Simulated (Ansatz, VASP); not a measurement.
# One calculation of CaO, two programs

```
CELL_PARAMETERS angstrom
0.00000 2.55352 2.55352
2.55352 0.00000 2.55352
2.55352 2.55352 0.00000
ATOMIC_POSITIONS crystal
Ca 0.00000 0.00000 0.00000
O 0.25000 0.25000 0.25000
```

Alike in both runs: task single point; functional r2SCAN; k mesh 8 × 8 × 8; no spin polarisation.

|  | VASP | Ansatz |
| --- | --- | --- |
| version | VASP 6.6.1 | Ansatz 0.2.0 |
| potentials or method | VASP PAW PBE potentials, release 64 (Ca_sv, O) | plane waves, PAW |
| plane-wave cutoff (eV) | 520 | 500 |
| occupations | gaussian, width 0.01 eV | fixed |
| valence electrons in the cell | 16 | 16 |

|  | VASP | Ansatz | Ansatz less VASP |
| --- | --- | --- | --- |
| gap on the k mesh at the Fermi level (eV) | 3.95 | 3.98 | +0.029 |
| pressure (GPa) | 6.9 | 5.7 | -1.14 |

VASP's potentials were made for PBE, not for r2SCAN.
